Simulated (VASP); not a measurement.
Set up this calculation in VASP 6.6.1, as the native input.

* Task: relaxation of cell and atoms
* Functional: PBEsol
* Potentials or basis: VASP PAW PBE potentials, release 64 (Li_sv)
* Cutoff: 750 eV
* k mesh: 8 × 8 × 8
* Occupations: methfessel-paxton, width 0.1 eV
* Spin: no spin polarisation
* Dipole correction: no
* Further INCAR settings: ALGO = Normal; EDIFF = 1e-07; IBRION = 2; EDIFFG = -0.03; NSW = 80; ISIF = 3

The structure of Li lies in POSCAR:

```
Li
1.0
    1.7550000000      1.7550000000      1.7550000000
   -1.7550000000      1.7550000000      1.7550000000
   -1.7550000000     -1.7550000000      1.7550000000
Li
1
Direct
    0.0000000000      0.0000000000      0.0000000000
```

The input as run:

INCAR

```
  ALGO = Normal
  EDIFF = 1E-7
  EDIFFG = -0.03
  ENCUT = 750
  GGA = PS
  GGA_COMPAT = F
  IBRION = 2
  ISIF = 3
  ISMEAR = 1
  LASPH = T
  LCHARG = F
  LREAL = F
  LWAVE = F
  NELM = 120
  NELMIN = 4
  NSW = 80
  PREC = Accurate
  SIGMA = 0.1
```

KPOINTS

```
k-points
0
Gamma
  8 8 8
```

Potentials or basis: VASP PAW PBE potentials, release 64 (Li_sv).

Command:

```bash
$ cat potpaw_PBE.64/Li_sv/POTCAR > POTCAR
$ mpirun -np 1 vasp_std > vasp.out
```

It gave:

| Property | Result |
| --- | --- |
| Relaxed volume | 20.35 Å³/atom |
| Relaxed cell | a = 2.979 Å, b = 2.979 Å, c = 2.979 Å, α = 70.53°, β = 109.47°, γ = 70.53° |
| Space group after relaxing (to 0.1 Å) | Im-3m (No. 229) |
| Energy gained by relaxing | 3.9 meV/atom |
| Ionic steps | 3 |
| Pressure after relaxing | -0.1 GPa |
| Band gap on the k mesh | zero (an odd number of electrons rules out a gap without spin polarisation) |

Caveat: the PAW data sets were made with another functional, which shifts forces and pressure a little.

Run time: 5.3 s on 1 thread of Intel(R) Xeon(R) 6975P-C (Granite Rapids) (shared host), peak memory 0.14 GiB.
